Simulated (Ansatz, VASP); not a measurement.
Given: the input of a run of Ansatz 0.2.0 on Co.

Contents of input.yaml:

```yaml
crystal:
  lattice:
    - [2.4719999032, 0.0, 0.0]
    - [-1.2359999516, 2.1408147143, 0.0]
    - [0.0, 0.0, 4.02114408]
  atoms:
    - { symbol: Co, position: [0.6666666667, 0.3333333333, 0.75], spin: 2.0 }
    - { symbol: Co, position: [0.3333333333, 0.6666666667, 0.25], spin: 2.0 }
kpoints:
  mp_grid: { grid: [12, 12, 7] }
scf:
  occupations: { method: gaussian, width: 0.016 }
hamiltonian:
  xc: pbe
  pseudopotentials: { kind: all_electron, lapw: { basis_error: 0.001 } }
magnetization:
  spin_polarized: true
output:
  forces: true
  stress: true
  eigenvalues: true
```

Potentials or basis: all-electron LAPW, scalar-relativistic.

Command:

```sh
$ ansatz run input.yaml --threads 2 --pin off --max-ram 6144MiB --backend cpu --events-out ev --progress --plain --runs-dir out
```

Set up the same calculation for VASP 6.6.1. Potentials there: VASP PAW PBE potentials, release 64 (Co).

As run (the cutoff follows the program's own potentials):

The input INCAR:

```
PREC     = Accurate       # precision mode
ENCUT    = 520            # plane-wave cutoff, eV
EDIFF    = 1E-6           # SCF threshold, eV
ISMEAR   = 0              # smearing method
SIGMA    = 0.016          # smearing width, eV
LREAL    = False          # projectors in reciprocal space
LASPH    = True           # aspherical terms in the spheres
NELM     = 150            # most SCF steps
ALGO     = Normal         # electronic algorithm
ISIF     = 2              # what is computed and relaxed
LWAVE    = False          # write WAVECAR
LCHARG   = False          # write CHGCAR
ISPIN    = 2              # spin polarisation
MAGMOM   = 2 2            # initial moments
LORBIT   = 11             # projections on sites
LMAXMIX  = 4              # l up to which the mixer works
GGA      = PE             # functional
NBANDS   = 20             # bands
```

KPOINTS

```
regular mesh
0
Gamma
  12 12 7
```

Contents of POSCAR:

```
Co
1.0
    2.4719999032      0.0000000000      0.0000000000
   -1.2359999516      2.1408147143      0.0000000000
    0.0000000000      0.0000000000      4.0211440800
Co
2
Direct
    0.6666666667      0.3333333333      0.7500000000
    0.3333333333      0.6666666667      0.2500000000
```

Potentials or basis: VASP PAW PBE potentials, release 64 (Co).

Launch:

```bash
$ cat potpaw_PBE.64/Co/POTCAR > POTCAR
$ mpirun -np 1 vasp_std > vasp.out
```

Both were run:

|  | VASP | Ansatz | Ansatz less VASP |
| --- | --- | --- | --- |
| gap on the k mesh at the Fermi level (eV) | none | none | - |
| pressure (GPa) | 3.9 | 4.6 | +0.68 |
| traceless stress, the component that is largest in VASP (GPa) | -2.22 | -2.30 | -0.076 |
| net moment per atom (μB) | 1.61 | 1.61 | +0.003 |
| size of the moment on the site where the two differ most (μB) | 1.62 | 1.66 | +0.039 |

Site moments also hang on the region over which each program counts them. A gap of «none» marks a metal or a gap that the smearing closes. Ansatz ran all-electron here, and VASP with PAW potentials.
